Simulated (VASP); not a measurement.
# Si3As (P4/mmm) in VASP: a series of runs

Runs on Si3As. Level: PBE. Tasks: relaxation of cell and atoms, single point.

Program: VASP 6.6.1. These are calculated values, not measurements. Logs are shortened: lines on timing, memory, paths and dates and some standing lists are left out, and cuts for length are marked.

### 1 The cell of the first run

It takes space group P4/mmm (No. 123, tetragonal). Conventional cell: a = 3.283 Å, b = 3.283 Å, c = 6.341 Å, α = 90.00°, β = 90.00°, γ = 90.00°. Si (site symmetry 4mm) has 4 As at 2.76 Å and 10 Si at 2.86 to 3.34 Å within 3.6 Å. Si (site symmetry 4/mmm) has 12 Si at 2.86 to 3.28 Å and 2 As at 3.17 Å within 3.8 Å. As (site symmetry 4/mmm) has 10 Si at 2.76 to 3.17 Å and 4 As at 3.28 Å within 3.6 Å.

The cell was built from a structure type or drawn by symmetry, and may not be a known phase.

### 2 Relaxation of cell and atoms, PBE

Input file INCAR:

```
PREC     = Accurate       # precision mode
ENCUT    = 600            # plane-wave cutoff, eV
EDIFF    = 1E-6           # SCF threshold, eV
ISMEAR   = 0              # smearing method
SIGMA    = 0.1            # smearing width, eV
LREAL    = F              # projectors in reciprocal space
LASPH    = T              # aspherical terms in the spheres
NELM     = 60             # most SCF steps
ALGO     = Normal         # electronic algorithm
ISIF     = 3              # what is computed and relaxed
LWAVE    = F              # write WAVECAR
LCHARG   = F              # write CHGCAR
GGA      = PE             # functional
IBRION   = 2              # ionic algorithm
NSW      = 90             # ionic steps
EDIFFG   = -0.04          # ionic threshold
```

Input file KPOINTS:

```
regular mesh
0
Gamma
  6 6 4
```

Input file POSCAR:

```
Si3As
1.0
    3.2833407800      0.0000000000      0.0000000000
    0.0000000000      3.2833407800      0.0000000000
    0.0000000000      0.0000000000      6.3406148700
Si As
3 1
Direct
    0.5000000000      0.5000000000      0.2365449100
    0.5000000000      0.5000000000      0.7634550900
    0.0000000000      0.0000000000      0.5000000000
    0.0000000000      0.0000000000      0.0000000000
```

Potentials or basis: VASP PAW PBE potentials, release 64 (Si, As).

Started as:

```sh
$ cat potpaw_PBE.64/Si/POTCAR potpaw_PBE.64/As/POTCAR > POTCAR
$ mpirun -np 1 vasp_std > vasp.out
```

OUTCAR:

```text
PREC = Accurate
   ENCUT = 600
   EDIFF = 1E-6
   ISMEAR = 0
   LREAL = F
   LASPH = T
   NELM = 60
   ISIF = 3
   GGA = PE
   IBRION = 2
   NSW = 90
   EDIFFG = -0.04

 ion  position               nearest neighbor table
   1  0.500  0.500  0.237-   4 2.76   4 2.76   4 2.76   4 2.76   3 2.86   3 2.86   3 2.86   3 2.86
                             2 3.00
   2  0.500  0.500  0.763-   4 2.76   4 2.76   4 2.76   4 2.76   3 2.86   3 2.86   3 2.86   3 2.86
                             1 3.00
   3  0.000  0.000  0.500-   1 2.86   2 2.86   1 2.86   2 2.86   1 2.86   2 2.86   1 2.86   2 2.86

   4  0.000  0.000  0.000-   1 2.76   2 2.76   1 2.76   2 2.76   1 2.76   2 2.76   1 2.76   2 2.76

  LATTYP: Found a simple tetragonal cell.
 ALAT       =     3.2833407800
 C/A-ratio  =     1.9311473572

  Lattice vectors:

 A1 = (   3.2833407800,   0.0000000000,   0.0000000000)
 A2 = (   0.0000000000,   3.2833407800,   0.0000000000)
 A3 = (   0.0000000000,   0.0000000000,   6.3406148700)

Analysis of symmetry for initial positions (statically):
=====================================================================
 Subroutine PRICEL returns:
 Original cell was already a primitive cell.

 Routine SETGRP: Setting up the symmetry group for a
 simple tetragonal supercell.

 Subroutine GETGRP returns: Found 16 space group operations
 (whereof 16 operations were pure point group operations)
 out of a pool of 16 trial point group operations.

The static configuration has the point symmetry D_4h.

Analysis of symmetry for dynamics (positions and initial velocities):
=====================================================================
 Subroutine PRICEL returns:
 Original cell was already a primitive cell.

 Routine SETGRP: Setting up the symmetry group for a
 simple tetragonal supercell.

 Subroutine GETGRP returns: Found 16 space group operations
 (whereof 16 operations were pure point group operations)
 out of a pool of 16 trial point group operations.

The dynamic configuration has the point symmetry D_4h.

 Subroutine INISYM returns: Found 16 space group operations
 (whereof 16 operations are pure point group operations),
 and found     1 'primitive' translations

----------------------------------------------------------------------------------------

                                     Primitive cell

  volume of cell :      68.3539

  direct lattice vectors                    reciprocal lattice vectors
     3.283340780  0.000000000  0.000000000     0.304567837  0.000000000  0.000000000
     0.000000000  3.283340780  0.000000000     0.000000000  0.304567837  0.000000000
     0.000000000  0.000000000  6.340614870     0.000000000  0.000000000  0.157713411

  length of vectors
     3.283340780  3.283340780  6.340614870     0.304567837  0.304567837  0.157713411

  position of ions in fractional coordinates (direct lattice)
     0.500000000  0.500000000  0.236544910
     0.500000000  0.500000000  0.763455090
     0.000000000  0.000000000  0.500000000
     0.000000000  0.000000000  0.000000000

  ion indices of the primitive-cell ions
   primitive index   ion index
                 1           1
                 2           2
                 3           3
                 4           4

----------------------------------------------------------------------------------------

 KPOINTS: regular mesh

Automatic generation of k-mesh.
 Grid dimensions read from file:
 generate k-points for:    6    6    4

 Generating k-lattice:

  Cartesian coordinates                     Fractional coordinates (reciprocal lattice)
     0.050761306  0.000000000  0.000000000     0.166666667  0.000000000  0.000000000
     0.000000000  0.050761306  0.000000000     0.000000000  0.166666667  0.000000000
     0.000000000  0.000000000  0.039428353     0.000000000  0.000000000  0.250000000

  Length of vectors
     0.050761306  0.050761306  0.039428353

  Shift w.r.t. Gamma in fractional coordinates (k-lattice)
     0.000000000  0.000000000  0.000000000

 Subroutine IBZKPT returns following result:
 ===========================================

 Found     30 irreducible k-points:

 Following reciprocal coordinates:
            Coordinates               Weight
  0.000000  0.000000  0.000000      1.000000
  0.166667  0.000000  0.000000      4.000000
  0.333333  0.000000  0.000000      4.000000
  0.500000  0.000000  0.000000      2.000000
  0.166667  0.166667  0.000000      4.000000
  0.333333  0.166667  0.000000      8.000000
[... 16 lines left out ...]
  0.333333  0.000000  0.500000      4.000000
  0.500000  0.000000  0.500000      2.000000
 [... further k-points ...]
   k-points           NKPTS =     30   k-points in BZ     NKDIM =     30   number of bands    NBANDS=     12
   number of dos      NEDOS =    301   number of ions     NIONS =      4
   total plane-waves  NPLWV =  42336
   dimension x,y,z NGX =    28 NGY =   28 NGZ =   54
   dimension x,y,z NGXF=    56 NGYF=   56 NGZF=  108
   ions per type =               3   1
   NGX,Y,Z   is equivalent  to a cutoff of  14.18, 14.18, 14.16 a.u.
   NGXF,Y,Z  is equivalent  to a cutoff of  28.35, 28.35, 28.32 a.u.
 SYSTEM =  unknown system
   PREC   = accura    normal or accurate (medium, high low for compatibility)
   ISTART =      0    job   : 0-new  1-cont  2-samecut
   ICHARG =      2    charge: 1-file 2-atom 10-const
   ISPIN  =      1    spin polarized calculation?
   LNONCOLLINEAR =      F non collinear calculations
   LSORBIT =      F    spin-orbit coupling
   LASPH  =      T    aspherical Exc in radial PAW
   ENCUT  =  600.0 eV  44.10 Ry    6.64 a.u.   6.56  6.56 12.66*2*pi/ulx,y,z
   NELM   =     60;   NELMIN=  2; NELMDL= -5     # of ELM steps
   EDIFF  = 0.1E-05   stopping-criterion for ELM
   LREAL  =      F    real-space projection
   EDIFFG = -.4E-01   stopping-criterion for IOM
   NSW    =     90    number of steps for IOM
   IBRION =      2    ionic relax: 0-MD 1-quasi-New 2-CG
   NFREE  =      1    steps in history (QN), initial steepest desc. (CG)
   ISIF   =      3    stress and relaxation
   ISYM   =      2    0-nonsym 1-usesym 2-fastsym
   POTIM  = 0.5000    time-step for ionic-motion
   TEBEG  =    0.0;   TEEND  =   0.0 temperature during run
   PSTRESS=    0.0 pullay stress
   NELECT =      17.0000    total number of electrons
   NUPDOWN=      -1.0000    fix difference up-down
   EMIN   =  10.00;   EMAX   =-10.00  energy-range for DOS
   EFERMI =   0.00;   METHOD = LEGACY
   ISMEAR =     0;   SIGMA  =   0.10  broadening in eV -4-tet -1-fermi 0-gaus
   EFERMI_NEDOS =   21; number of points for ismear=-14 and -15
   IALGO  =     38    algorithm
   IMIX   =      4    mixing-type and parameters
     AMIX     =   0.40;   BMIX     =  1.00
     AMIX_MAG =   1.60;   BMIX_MAG =  1.00
  volume/ion in A,a.u.               =      17.09       115.32
  Fermi-wavevector in a.u.,A,eV,Ry     =   1.029525  1.945519 14.421098  1.059921
  Thomas-Fermi vector in A             =   2.163576
   LORBIT       =      0    0 simple, 1 ext, 2 COOP (PROOUT), +10 PAW based schemes
   GGA     = PE    functional components
   LHFCALC =     F    Hartree Fock is set to
   AEXX    =    0.0000 exact exchange contribution
   IVDW    =     0    specifies the selected vdW correction
   LEPSILON=     F    determine dielectric tensor
   LRPA    =     F    only Hartree local field effects (RPA)
 conjugate gradient relaxation of ions
 non-spin polarized calculation
 Gauss-broadening in eV      SIGMA  =   0.10
  energy-cutoff  :      600.00
  volume of cell :       68.35
 maximum number of plane-waves:      2305
 NGX is ok and might be reduce to    28
   NGX = 13   NGY = 13   NGZ = 25

--------------------------------------- Ionic step        1  -------------------------------------------

 number of electron      17.0000000 magnetization

 Free energy of the ion-electron system (eV)
  ---------------------------------------------------
  ext. energy  EPLUGINS =         0.00000000
  ---------------------------------------------------
  free energy    TOTEN  =       -18.63426909 eV

  energy without entropy =      -18.62289111  energy(sigma->0) =      -18.62858010

------------------------ aborting loop because EDIFF is reached ----------------------------------------

  FORCE on cell =-STRESS in cart. coord.  units (eV):
  Direction    XX          YY          ZZ          XY          YZ          ZX
  --------------------------------------------------------------------------------------
  -------------------------------------------------------------------------------------
  Total       -1.4047615     -1.4047615     -2.9114833      0.0000000     -0.0000000      0.0000000
  in kB      -32.9268259    -32.9268259    -68.2435460      0.0000000     -0.0000000      0.0000000
  external PRESSURE =     -44.6990660 kB  Pullay stress =       0.0000000 kB
[... 95 lines left out ...]
  FREE ENERGIE OF THE ION-ELECTRON SYSTEM (eV)
  ---------------------------------------------------
  free  energy   TOTEN  =       -18.7312462613 eV

  energy  without entropy=      -18.7238838826  energy(sigma->0) =      -18.72756507

[... ionic steps 4 to 9 ...]

--------------------------------------- Ionic step       10  -------------------------------------------

 number of electron      17.0000001 magnetization

------------------------ aborting loop because EDIFF is reached ----------------------------------------
[... 71 lines left out ...]
--------------------------------------- Ionic step       12  -------------------------------------------

 number of electron      17.0000001 magnetization

 Free energy of the ion-electron system (eV)
  ---------------------------------------------------
  ext. energy  EPLUGINS =         0.00000000
  ---------------------------------------------------
  free energy    TOTEN  =       -18.88330030 eV

  energy without entropy =      -18.87432653  energy(sigma->0) =      -18.87881342

 E-fermi :   8.8723     XC(G=0): -10.9769

 val. band max:        8.8633222145   @ k =   0.3333   0.0000   0.5000
 cond. band min:       8.8839504418   @ k =   0.0000   0.0000   0.2500
 fundamental gap:      0.0206282272
 Fermi energy:         8.8722659665

 k-point     1 :       0.0000    0.0000    0.0000
  band No.  band energies     occupation
      1      -5.7717      2.00000
      2      -2.2003      2.00000
      3      -0.7995      2.00000
      4       6.6946      2.00000
      5       6.6946      2.00000
      6       7.0206      2.00000
      7       9.8521      0.00000
      8       9.8880      0.00000
      9      10.0732      0.00000
     10      10.0732      0.00000
     11      10.7480      0.00000
     12      11.2171      0.00000
[... 331 lines left out ...]
 k-point    24 :       0.5000    0.0000    0.5000
  band No.  band energies     occupation
      1      -2.8653      2.00000
      2      -1.3353      2.00000
      3      -0.9951      2.00000
      4      -0.1042      2.00000
      5       6.3756      2.00000
      6       6.9537      2.00000
      7       7.3895      2.00000
      8       7.6146      2.00000
      9       9.9815      0.00000
     10      10.3359      0.00000
     11      10.7507      0.00000
     12      12.0375      0.00000

 [... further k-points ...]

------------------------ aborting loop because EDIFF is reached ----------------------------------------

  FORCE on cell =-STRESS in cart. coord.  units (eV):
  Direction    XX          YY          ZZ          XY          YZ          ZX
  --------------------------------------------------------------------------------------
  -------------------------------------------------------------------------------------
  Total       -0.0262572     -0.0262572      0.0081729      0.0000000      0.0000000      0.0000000
  in kB       -0.6593118     -0.6593118      0.2052203      0.0000000      0.0000000      0.0000000
  external PRESSURE =      -0.3711344 kB  Pullay stress =       0.0000000 kB
[... 19 lines left out ...]
  FREE ENERGIE OF THE ION-ELECTRON SYSTEM (eV)
  ---------------------------------------------------
  free  energy   TOTEN  =       -18.8833002994 eV

  energy  without entropy=      -18.8743265330  energy(sigma->0) =      -18.87881342

 reached required accuracy - stopping structural energy minimisation
```

Run time: 5.6 min. Hardware: 1 thread of Intel Xeon 8259CL, shared host; peak memory 0.22 GiB.

Results:

```
Free energy                           : -18.8833 eV
Relaxed volume                        : 15.95 Å³/atom
Relaxed cell                          : a = 3.300 Å, b = 3.300 Å, c = 5.859 Å, α = 90.00°, β = 90.00°, γ = 90.00°
Space group after relaxing (to 0.1 Å) : P4/mmm (No. 123)
Energy gained by relaxing             : 62.3 meV/atom
Ionic steps                           : 12
Pressure after relaxing               : 0.0 GPa
Largest force after relaxing          : 0.009 eV/Å
```

Forces in eV/Å, atoms in the order of the input:
```
Si   0.000  0.000  0.009
Si   0.000  0.000 -0.009
Si   0.000  0.000  0.000
As   0.000  0.000  0.000
```

Step by step:
```csv
step,energy change (eV),largest force (eV/Å),pressure (GPa),volume (Å³)
1,0.0000,0.3455,-4.47,68.35
2,-0.0951,0.4572,-0.03,63.74
3,-0.0970,0.5015,0.87,63.02
4,-0.1239,0.4309,0.77,62.93
5,-0.1867,0.4715,0.98,62.67
6,-0.1866,0.5606,3.51,62.06
7,-0.2015,0.4336,1.20,62.53
8,-0.2335,0.1678,1.97,62.30
9,-0.2234,0.0090,-3.01,66.38
10,-0.2474,0.0905,-0.36,63.99
11,-0.2474,0.0921,-0.32,63.96
12,-0.2490,0.0085,-0.04,63.81
```

Final structure:
```xyz
4
Lattice="3.3002 0.0000 0.0000 0.0000 3.3002 0.0000 0.0000 0.0000 5.8586" Properties=species:S:1:pos:R:3 pbc="T T T"
Si    1.6501    1.6501    1.6474
Si    1.6501    1.6501    4.2112
Si    0.0000    0.0000    2.9293
As    0.0000    0.0000    0.0000
```

Levels at points of the mesh, in eV from the Fermi level:
```tsv
k point	band 4	band 5	band 6	band 7	band 8	band 9	band 10	band 11	band 12
(0.00, 0.00, 0.00)	-2.18	-2.18	-1.85	0.98	1.02	1.20	1.20	1.88	2.34
(0.50, 0.00, 0.00)	-6.43	-6.37	-6.36	0.52	1.14	2.98	2.99	3.20	3.32
(0.50, 0.50, 0.00)	-6.92	-5.62	-3.92	-3.91	-3.16	-3.16	-2.95	-2.31	-2.31
(0.00, 0.00, 0.50)	-4.91	-1.35	-1.35	-1.03	-1.03	-0.58	-0.29	2.37	3.89
(0.50, 0.00, 0.50)	-8.98	-2.50	-1.92	-1.48	-1.26	1.11	1.46	1.88	3.17
(0.50, 0.50, 0.50)	-6.11	-6.11	-5.75	-5.62	-5.62	0.17	0.29	0.50	2.49
```

Caveat: the highest band is partly filled, so the run has too few bands.

(Continued in part 2 of 2.)
